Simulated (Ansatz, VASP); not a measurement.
One calculation of Cd4Se3S, two programs

The input INCAR:

```
PREC = Accurate
ENCUT = 520
EDIFF = 1E-6
ISMEAR = 0
SIGMA = 0.1
LREAL = F
LASPH = T
NELM = 100
ALGO = Normal
ISIF = 2
LWAVE = F
LCHARG = T
GGA = PE
LELF = T
LVHAR = T
NBANDS = 46
```

File KPOINTS:

```
Automatic mesh
0
Gamma
  6 6 2
```

Contents of POSCAR:

```
Cd4Se3S
1.0
    4.3348616000      0.0000000000      0.0000000000
   -2.1674308000      3.7541003000      0.0000000000
    0.0000000000      0.0000000000     14.1542426000
Cd Se S
4 3 1
Direct
    0.6666667000      0.3333333000      0.9921670000
    0.6666667000      0.3333333000      0.5023900000
    0.0000000000      0.0000000000      0.2473710000
    0.0000000000      0.0000000000      0.7575370000
    0.6666667000      0.3333333000      0.1822020000
    0.6666667000      0.3333333000      0.6920600000
    0.0000000000      0.0000000000      0.4370810000
    0.0000000000      0.0000000000      0.9391910000
```

Input for Ansatz:

```yaml
crystal:
  lattice:
    - [4.3348616, 0.0, 0.0]
    - [-2.1674308, 3.7541003, 0.0]
    - [0.0, 0.0, 14.1542426]
  atoms:
    - { symbol: Cd, position: [0.6666667, 0.3333333, 0.992167] }
    - { symbol: Cd, position: [0.6666667, 0.3333333, 0.50239] }
    - { symbol: Cd, position: [0.0, 0.0, 0.247371] }
    - { symbol: Cd, position: [0.0, 0.0, 0.757537] }
    - { symbol: Se, position: [0.6666667, 0.3333333, 0.182202] }
    - { symbol: Se, position: [0.6666667, 0.3333333, 0.69206] }
    - { symbol: Se, position: [0.0, 0.0, 0.437081] }
    - { symbol: S, position: [0.0, 0.0, 0.939191] }
basis:
  ecutwfc: 420
kpoints:
  mp_grid: { grid: [6, 6, 2] }
hamiltonian:
  xc: pbe
scf:
  occupations: { method: gaussian, width: 0.1 }
  lower_state_search: "off"
output:
  forces: true
  stress: true
  eigenvalues: true
```

Alike in both runs: task single point; functional PBE; k mesh 6 × 6 × 2; occupations gaussian, width 0.1 eV; no spin polarisation.

|  | VASP | Ansatz |
| --- | --- | --- |
| version | VASP 6.6.1 | Ansatz 0.2.0 |
| potentials or method | VASP PAW PBE potentials, release 64 (Cd, Se, S), cutoff 520 eV | scalar-relativistic, plane waves, PAW |
| valence electrons in the cell | 72 | 134 |

```csv
,VASP,Ansatz,Ansatz less VASP
gap on the k mesh at the Fermi level (eV),0.59,0.59,+0.002
least direct gap on the mesh (eV),0.59,0.59,+0.002
pressure (GPa),0.3,0.0,-0.27
```

The functional is the same, so the differences come from potentials, cutoffs and numerics. VASP's potentials hold 72 valence electrons a cell and Ansatz's 134, so a difference there can come from the potentials and not from the codes.
